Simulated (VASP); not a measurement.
Input of a VASP 6.6.1 run:

The input INCAR:

```
SYSTEM = FeO
ALGO = Normal
EDIFF = 1E-6
ENCUT = 520
GGA = PE
ISIF = 2
ISMEAR = 0
ISPIN = 2
LASPH = .True.
LCHARG = .True.
LELF = .True.
LMAXMIX = 4
LORBIT = 11
LREAL = .False.
LVHAR = .True.
LWAVE = .False.
MAGMOM = 3 0
NBANDS = 18
NELM = 150
PREC = Accurate
SIGMA = 0.014
```

The input KPOINTS:

```
k-points
0
Gamma
  11 11 11
  0 0 0
```

File POSCAR:

```
FeO
1.0
    0.0000000000      2.1554000000      2.1554000000
    2.1554000000      0.0000000000      2.1554000000
    2.1554000000      2.1554000000      0.0000000000
Fe O
1 1
Direct
    0.0000000000      0.0000000000      0.0000000000
    0.5000000000      0.5000000000      0.5000000000
```

Potentials or basis: VASP PAW PBE potentials, release 64 (Fe, O).

Command:

```console
$ cat potpaw_PBE.64/Fe/POTCAR potpaw_PBE.64/O/POTCAR > POTCAR
$ mpirun -np 1 vasp_std > vasp.out
```

Q: What does it give for the band gap on the k mesh?

A: Zero (filled and empty bands overlap).

Q: Estimate the pressure.

A: -0.2 GPa.

Caveat: a cell with one magnetic atom can't hold antiferromagnetic order, which such compounds often take; semilocal functionals often make such compounds metallic where correlation or magnetic order opens a gap, which also shifts bond lengths.

**The experiment to reproduce.**

From “W\"ustite: Electric, thermodynamic and optical properties of FeO”, 2012, arxiv:1203.1201, for a bulk crystal of FeO: band gap 2.4 eV (optical).

Against the measured gap of FeO, 2.4 eV (optical; quoted in “W\"ustite: Electric, thermodynamic and optical properties of FeO”, 2012, arxiv:1203.1201), the calculated 0.00 eV is off by -2.40 eV. So large a miss can be the level of theory's own, or it may mean another phase, state or a wrong row. The value is that of PBE on a finite k mesh, which can miss the band edges, without temperature or zero-point motion. Semilocal functionals fall short of measured gaps as a rule. The run's magnetic order (collinear spin, ferromagnetic start) needn't be the measured crystal's.
